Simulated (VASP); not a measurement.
ZnS:

```xyz
2
Lattice="0.0000 2.6468 2.6468 2.6468 0.0000 2.6468 2.6468 2.6468 0.0000" Properties=species:S:1:pos:R:3 pbc="T T T"
Zn    3.9703    3.9703    3.9703
S     0.0000    0.0000    0.0000
```

Base run:

- Program: VASP 6.6.1
- Functional: BLYP
- Dispersion: D3(BJ)
- Potentials or basis: VASP PAW PBE potentials, release 64 (Zn, S)
- Cutoff: 520 eV
- k mesh: 9 × 9 × 9
- Occupations: fermi-dirac, width 0.05 eV
- Spin: no spin polarisation

Its results: band gap on the k mesh 2.42 eV, direct; pressure 4.5 GPa.

**Question.** The run is repeated on the same cell with these changes: dispersion from D3(BJ) to none. What comes out?

**Answer.** Band gap on the k mesh 2.42 eV, direct; pressure 11.5 GPa.

Dispersion adds attraction, which lowers the pressure at fixed volume and, as a term added to the energy, leaves the levels alone.

Caveats: the PAW data sets were made with another functional, which shifts forces and pressure a little.

